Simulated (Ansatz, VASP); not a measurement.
# One calculation of ZnSe, two programs

Contents of INCAR:

```
SYSTEM = ZnSe
ALGO = Normal
EDIFF = 1E-8
ENCUT = 520
ISIF = 2
ISMEAR = -1
LASPH = .TRUE.
LCHARG = .FALSE.
LEFG = .TRUE.
LREAL = .FALSE.
LWAVE = .FALSE.
NBANDS = 16
NELM = 60
PREC = Accurate
SIGMA = 0.03
```

KPOINTS

```
k-points
0
G
  8 8 8
  0 0 0
```

File POSCAR:

```
ZnSe
1.0
    0.0000000000      2.7764432175      2.7764432175
    2.7764432175      0.0000000000      2.7764432175
    2.7764432175      2.7764432175      0.0000000000
Zn Se
1 1
Direct
    0.0000000000      0.0000000000      0.0000000000
    0.7500000000      0.7500000000      0.7500000000
```

Input for Ansatz:

```yaml
crystal:
  lattice:
    - [0.0, 2.7764432175, 2.7764432175]
    - [2.7764432175, 0.0, 2.7764432175]
    - [2.7764432175, 2.7764432175, 0.0]
  atoms:
    - { symbol: Zn, position: [0.0, 0.0, 0.0] }
    - { symbol: Se, position: [0.75, 0.75, 0.75] }
kpoints:
  mp_grid: { grid: [8, 8, 8] }
scf:
  occupations: { method: fermi_dirac, width: 0.03 }
hamiltonian:
  xc: lda
  pseudopotentials: { kind: paw }
output:
  forces: true
  stress: true
  eigenvalues: true
  efg: { contact_densities: true }
```

Change from the starting cell: volume scaled by 0.9405, PAW files.

Alike in both runs: task electric field gradients; functional LDA; k mesh 8 × 8 × 8; occupations fermi-dirac, width 0.03 eV; no spin polarisation.

|  | VASP | Ansatz |
| --- | --- | --- |
| version | VASP 6.6.1 | Ansatz 0.2.0 |
| potentials or method | VASP PAW LDA potentials, release 64 (Zn, Se) | PAW with Ansatz's default frozen-core files, scalar-relativistic |
| plane-wave cutoff (eV) | 520 | 420 |
| valence electrons in the cell | 18 | 28 |

|  | VASP | Ansatz | Ansatz less VASP |
| --- | --- | --- | --- |
| gap on the k mesh at the Fermi level (eV) | 1.32 | 1.28 | -0.041 |
| pressure (GPa) | 1.0 | 0.6 | -0.38 |

LDA's correlation is that of Perdew and Zunger in VASP and of Perdew and Wang (1992) in Ansatz. VASP's potentials hold 18 valence electrons a cell and Ansatz's 28, so a difference there can come from the potentials and not from the codes.
